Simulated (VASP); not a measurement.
Set up this calculation in VASP 6.6.1, as the native input.

```yaml
Task: G0W0 quasiparticle levels
Functional: r2SCAN
Potentials_or_basis: VASP PAW PBE potentials, release 64 (Mg_GW, O_GW)
Cutoff: 500 eV
k_mesh: 8 × 8 × 8
Occupations: gaussian, width 0.01 eV
Spin: no spin polarisation
Dipole_correction: no
GW_scheme: G0W0
GW_iterations: 1
Cutoff_of_the_response_function: 80
Frequency_points: 48
Empty_bands: 48
Further_INCAR_settings: ALGO = EVGW0; EDIFF = 1e-08; NBANDS = 55
```

The system is MgO2.

```
CELL_PARAMETERS angstrom
1.57848 0.91134 3.46190
-1.57848 0.91134 3.46190
0.00000 -1.82267 3.46190
ATOMIC_POSITIONS crystal
Mg 0.00000 0.00000 0.00000
O 0.42912 0.42912 0.42912
O 0.57088 0.57088 0.57088
```

The input as run:

POSCAR

```
MgO2
1.0
    1.5784791299      0.9113353506      3.4618981109
   -1.5784791299      0.9113353506      3.4618981109
    0.0000000000     -1.8226707011      3.4618981109
Mg O
1 2
Direct
    0.0000000000      0.0000000000      0.0000000000
    0.4291159763      0.4291159763      0.4291159763
    0.5708840237      0.5708840237      0.5708840237
```

INCAR.step1

```
PREC = Accurate
ENCUT = 500
EDIFF = 1E-8
ISMEAR = 0
SIGMA = 0.01
LREAL = False
LASPH = True
NELM = 60
ALGO = Normal
LWAVE = True
LCHARG = False
METAGGA = R2SCAN
LMIXTAU = True
```

INCAR.step2

```
PREC = Accurate
ENCUT = 500
EDIFF = 1E-8
ISMEAR = 0
SIGMA = 0.01
LREAL = False
LASPH = True
NELM = 1
ALGO = Exact
LWAVE = True
LCHARG = False
METAGGA = R2SCAN
LMIXTAU = True
NBANDS = 55
LOPTICS = True
ISTART = 1
```

INCAR.step3

```
PREC = Accurate
ENCUT = 500
EDIFF = 1E-8
ISMEAR = 0
SIGMA = 0.01
LREAL = False
LASPH = True
ALGO = EVGW0
LWAVE = False
LCHARG = False
METAGGA = R2SCAN
LMIXTAU = True
NELMGW = 1
NBANDS = 55
ENCUTGW = 80.0
NOMEGA = 48
PRECFOCK = Fast
ISTART = 1
NBANDSGW = 15
```

KPOINTS

```
regular mesh
0
Gamma
  8 8 8
```

Potentials or basis: VASP PAW PBE potentials, release 64 (Mg_GW, O_GW).

The run is started by

```bash
$ cat potpaw_PBE.64/Mg_GW/POTCAR potpaw_PBE.64/O_GW/POTCAR > POTCAR
$ cp INCAR.step1 INCAR
$ mpirun -np 1 vasp_std > vasp.out
$ cp INCAR.step2 INCAR
$ mpirun -np 1 vasp_std > vasp.out
$ cp INCAR.step3 INCAR
$ mpirun -np 1 vasp_std > vasp.out
```

It gave:

```json
{
  "Quasiparticle gap": "6.10 eV",
  "Least direct quasiparticle gap": "6.10 eV",
  "Band gap of the starting levels on the mesh": "3.13 eV",
  "Least direct gap of the starting levels on the mesh": "3.13 eV"
}
```

Caveat: bands, screening cutoff and mesh are small and nothing is extrapolated, so the quasiparticle values aren't converged.

Run time: 76 min on 1 thread of Intel Xeon 8259CL, on a shared host, peak memory 0.99 GiB.
